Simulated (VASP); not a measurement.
Wanted: the native input for a VASP 6.6.1 run.

| Item | Value |
| --- | --- |
| Task | single point |
| Functional | r2SCAN |
| Potentials or basis | VASP PAW PBE potentials, release 64 (Mo_sv) |
| Cutoff | 520 eV |
| k mesh | 8 × 8 × 8 |
| Occupations | gaussian, width 0.1 eV |
| Spin | no spin polarisation |
| Dipole correction | no |
| Further INCAR settings | ALGO = Normal; EDIFF = 1e-06; NBANDS = 13 |

The system is Mo.

```
Mo
1.0
    -1.39542    1.39542    2.12293
     1.39542   -1.39542    2.12293
     1.39542    1.39542   -2.12293
Mo
1
Cartesian
  0.0000 0.0000 0.0000
```

The input as run:

POSCAR

```
Mo
1.0
   -1.3954239134      1.3954239134      2.1229339179
    1.3954239134     -1.3954239134      2.1229339179
    1.3954239134      1.3954239134     -2.1229339179
Mo
1
Direct
    0.0000000000      0.0000000000      0.0000000000
```

INCAR.step1

```
SYSTEM = Mo
PREC = Accurate
ENCUT = 520
ISMEAR = 0
SIGMA = 0.1
LREAL = .False.
LASPH = .True.
NELM = 100
NBANDS = 13
GGA = PE
ALGO = Normal
EDIFF = 1E-4
LWAVE = .True.
LCHARG = .False.
```

INCAR.step2

```
SYSTEM = Mo
PREC = Accurate
ENCUT = 520
EDIFF = 1E-6
ISMEAR = 0
SIGMA = 0.1
LREAL = .False.
LASPH = .True.
NELM = 100
ALGO = Normal
ISIF = 2
LWAVE = .False.
LCHARG = .True.
METAGGA = R2SCAN
LMIXTAU = .True.
LELF = .True.
LVHAR = .True.
NBANDS = 13
ISTART = 1
```

KPOINTS

```
regular mesh
0
Gamma
  8 8 8
  0 0 0
```

Potentials or basis: VASP PAW PBE potentials, release 64 (Mo_sv).

Run with:

```console
$ cat potpaw_PBE.64/Mo_sv/POTCAR > POTCAR
$ cp INCAR.step1 INCAR
$ mpirun -np 1 vasp_std > vasp.out
$ cp INCAR.step2 INCAR
$ mpirun -np 1 vasp_std > vasp.out
```

It gave:

| Item | Value |
| --- | --- |
| Pressure | -8.2 GPa |
| Band gap on the k mesh | zero (band 7 reaches 15.19 eV, above the bottom of band 8 at 10.91 eV) |

Caveat: the k points lie up to 0.40 Å⁻¹ apart; the PAW data sets were made with another functional, which shifts forces and pressure a little.

Wall time 51 s on 1 thread of Intel(R) Xeon(R) Platinum 8375C CPU @ 2.90GHz (Ice Lake) (shared host), peak memory 0.15 GiB.
